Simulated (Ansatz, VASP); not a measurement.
## Two plane-wave programs on NaCl

```
Na Cl
1.0
    -0.10009    2.78669    2.78669
     2.78669   -0.10009    2.78669
     2.78669    2.78669   -0.10009
Na Cl
1 1
Direct
  0.00000 0.00000 0.00000
  0.50000 0.50000 0.50000
```

Change from the starting cell: epitaxial_111 strain +3.0%.

Alike in both runs: task single point; functional PBE; k mesh 8 × 8 × 8; occupations fermi-dirac, width 0.02 eV; no spin polarisation.

|  | VASP | Ansatz |
| --- | --- | --- |
| version | VASP 6.6.1 | Ansatz 0.2.0 |
| potentials or method | VASP PAW PBE potentials, release 64 (Na_pv, Cl) | plane waves, PAW |
| plane-wave cutoff (eV) | 520 | 420 |
| valence electrons in the cell | 14 | 16 |

|  | VASP | Ansatz | Ansatz less VASP |
| --- | --- | --- | --- |
| gap on the k mesh at the Fermi level (eV) | 4.91 | 4.91 | -0.001 |
| pressure (GPa) | 0.3 | 0.3 | +0.03 |
| traceless stress, the component that is largest in VASP (GPa) | 0.40 | 0.40 | +0.001 |

The functional is the same, so the differences come from potentials, cutoffs and numerics. VASP's potentials hold 14 valence electrons a cell and Ansatz's 16, so a difference there can come from the potentials and not from the codes.
